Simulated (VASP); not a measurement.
Write the native input for VASP 6.6.1 that does the following.

```
Task                   : single point
Functional             : PBE
Potentials or basis    : VASP PAW PBE potentials, release 64 (Hf_pv)
Cutoff                 : 520 eV
k mesh                 : 12 × 12 × 1
Occupations            : fermi-dirac, width 0.1 eV
Spin                   : no spin polarisation
Dipole correction      : yes
Further INCAR settings : ALGO = Normal; EDIFF = 1e-06; NBANDS = 28
```

The structure of Hf lies in POSCAR:

```
Hf
1.0
    3.2032284304      0.0000000000      0.0000000000
   -1.6016142152      2.7740771949      0.0000000000
    0.0000000000      0.0000000000     14.3990000000
Hf
4
Direct
    0.8333333333      0.1666666667      0.2430717250
    0.1666666667      0.8333333333      0.4074281208
    0.8333333333      0.1666666667      0.5925718939
    0.1666666667      0.8333333333      0.7569282750
```

One way to write it, as run:

INCAR

```
  PREC = Accurate
  ENCUT = 520
  EDIFF = 1E-6
  ISMEAR = -1
  SIGMA = 0.1
  LREAL = False
  LASPH = True
  NELM = 100
  ALGO = Normal
  ISIF = 2
  LWAVE = False
  LCHARG = False
  LDIPOL = True
  IDIPOL = 3
  DIPOL = 0.5 0.5 0.500
  GGA = PE
  NBANDS = 28
```

KPOINTS

```
regular mesh
0
Gamma
  12 12 1
```

Potentials or basis: VASP PAW PBE potentials, release 64 (Hf_pv).

Run with:

```sh
$ cat potpaw_PBE.64/Hf_pv/POTCAR > POTCAR
$ mpirun -np 1 vasp_std > vasp.out
```

It gave:

```yaml
Largest_force: 0.011 eV/Å
Band_gap_on_the_k_mesh: zero (band 20 reaches 3.34 eV, above the bottom of band 21 at 1.82 eV)
```

Caveat: spin-orbit coupling is left out, which moves the levels of the heavy elements.

Wall time 79 s on 1 thread of AMD EPYC 9R45 96-Core Processor (Zen 5), with other jobs on the host, peak memory 0.22 GiB.
